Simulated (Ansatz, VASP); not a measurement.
**GdN: VASP beside Ansatz**

File INCAR:

```
PREC = Accurate
ENCUT = 520
EDIFF = 1E-8
ISMEAR = -1
SIGMA = 0.05
LREAL = False
LASPH = True
NELM = 150
ALGO = Normal
ISIF = 2
LWAVE = False
LCHARG = False
ISPIN = 2
MAGMOM = 7 0
LORBIT = 11
LMAXMIX = 6
GGA = PE
LEFG = True
NBANDS = 22
```

The input KPOINTS:

```
regular mesh
0
Gamma
  13 13 13
```

Contents of POSCAR:

```
GdN
1.0
    0.0000000000      2.4995000000      2.4995000000
    2.4995000000      0.0000000000      2.4995000000
    2.4995000000      2.4995000000      0.0000000000
Gd N
1 1
Direct
    0.0000000000      0.0000000000      0.0000000000
    0.5000000000      0.5000000000      0.5000000000
```

Input for Ansatz:

```yaml
crystal:
  lattice:
    - [0.0, 2.4995, 2.4995]
    - [2.4995, 0.0, 2.4995]
    - [2.4995, 2.4995, 0.0]
  atoms:
    - { symbol: Gd, position: [0.0, 0.0, 0.0], spin: 7.0 }
    - { symbol: "N", position: [0.5, 0.5, 0.5] }
magnetization:
  spin_polarized: true
kpoints:
  mp_grid: { grid: [13, 13, 13] }
  band_path:
    path:
      - [0.0, 0.0, 0.0]
      - [0.5, 0.0, 0.5]
      - [0.625, 0.25, 0.625]
      - [0.375, 0.375, 0.75]
      - [0.0, 0.0, 0.0]
      - [0.5, 0.5, 0.5]
      - [0.5, 0.25, 0.75]
      - [0.5, 0.0, 0.5]
    npoints: 14
scf:
  occupations: { method: fermi_dirac, width: 0.05 }
hamiltonian:
  xc: pbe
  pseudopotentials: { kind: paw }
output:
  forces: true
  stress: true
  eigenvalues: true
  efg: { contact_densities: true }
  populations: true
  bader: true
  dos: { projected: true, de: 0.2, e_range: [-14, 8] }
  write_density: true
  write_potential: true
  elf: true
  volumetric_format: npy
```

Alike in both runs: task electric field gradients; functional PBE; k mesh 13 × 13 × 13; occupations fermi-dirac, width 0.05 eV; collinear spin.

```csv
,VASP,Ansatz
version,VASP 6.6.1,Ansatz 0.2.0
potentials or method,"VASP PAW PBE potentials, release 64 (Gd, N)","PAW with Ansatz's default frozen-core files, scalar-relativistic"
plane-wave cutoff (eV),520,420
valence electrons in the cell,23,23
```

Ansatz gave:

| Item | Value |
| --- | --- |
| pressure (GPa) | -1.3 |
| net moment per atom (μB) | 3.50 |
| size of the moment on the site where the two differ most (μB) | 6.87 |

What did VASP give for the same quantities?

Pressure (GPa): -1.2; net moment per atom (μB): 3.50; size of the moment on the site where the two differ most (μB): 6.80.

Site moments also hang on the region over which each program counts them.

Spin-orbit coupling is off throughout.
